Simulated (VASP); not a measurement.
Input of a VASP 6.6.1 run:

The input INCAR:

```
SYSTEM = Li3SeF
PREC = Accurate ; ENCUT = 520
EDIFF = 1E-7 ; ISMEAR = 0
SIGMA = 0.02 ; LREAL = .False.
LASPH = .True. ; NELM = 100
ALGO = Normal ; ISIF = 2
LWAVE = .False. ; LCHARG = .False.
GGA = PE ; NBANDS = 33
```

File KPOINTS:

```
regular mesh
0
Gamma
  6 6 6
  0 0 0
```

Contents of POSCAR:

```
Li3SeF
1.0
    5.6140507539      0.0000000000      0.0000000000
   -2.8070253770      4.8619105710      0.0000000000
    0.0000000000      0.0000000000      4.8558298242
Li Se F
6 2 2
Direct
    0.8398174646      0.6796349293      0.7500000000
    0.3203650707      0.1601825354      0.7500000000
    0.8398174646      0.1601825354      0.7500000000
    0.1601825354      0.3203650707      0.2500000000
    0.6796349293      0.8398174646      0.2500000000
    0.1601825354      0.8398174646      0.2500000000
    0.3333333333      0.6666666667      0.7500000000
    0.6666666667      0.3333333333      0.2500000000
    0.0000000000      0.0000000000      0.0000000000
    0.0000000000      0.0000000000      0.5000000000
```

Potentials or basis: VASP PAW PBE potentials, release 64 (Li_sv, Se, F).

Command:

```console
$ cat potpaw_PBE.64/Li_sv/POTCAR potpaw_PBE.64/Se/POTCAR potpaw_PBE.64/F/POTCAR > POTCAR
$ mpirun -np 1 vasp_std > vasp.out
```

(1) What does it give for the largest force?

(2) Estimate the band gap on the k mesh.

Results:

(1) 0.008 eV/Å.

(2) 3.02 eV.
